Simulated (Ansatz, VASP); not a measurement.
ZrC: VASP beside Ansatz

```xyz
2
Lattice="0.0000 2.3502 2.3502 2.3502 0.0000 2.3502 2.3502 2.3502 0.0000" Properties=species:S:1:pos:R:3 pbc="T T T"
Zr    2.3502    2.2176    2.2176
C     0.0000    0.0000    0.0000
```

Change from the starting cell: all Zr atoms moved +0.188 Å, as atom 1 towards its neighbour atom 1 (Zr) at 3.324 Å.

Alike in both runs: task single point; functional PBE; k mesh 18 × 18 × 18; occupations gaussian, width 0.15 eV; no spin polarisation.

```csv
,VASP,Ansatz
version,VASP 6.6.1,Ansatz 0.2.0
potentials or method,"VASP PAW PBE potentials, release 64 (Zr_sv, C), cutoff 520 eV","scalar-relativistic, plane waves, PAW"
valence electrons in the cell,16,16
```

|  | VASP | Ansatz | Ansatz less VASP |
| --- | --- | --- | --- |
| gap on the k mesh at the Fermi level (eV) | none | none | - |
| pressure (GPa) | 4.2 | 3.9 | -0.24 |
| traceless stress, the component that is largest in VASP (GPa) | -3.33 | -3.32 | +0.009 |
| rms of the force components (eV/Å) | 0.715 | 0.712 | -0.0027 |

Atom by atom the forces differ by 0.003 eV/Å (rms over components). A gap of «none» marks a metal or a gap that the smearing closes. The functional is the same, so the differences come from potentials, cutoffs and numerics.
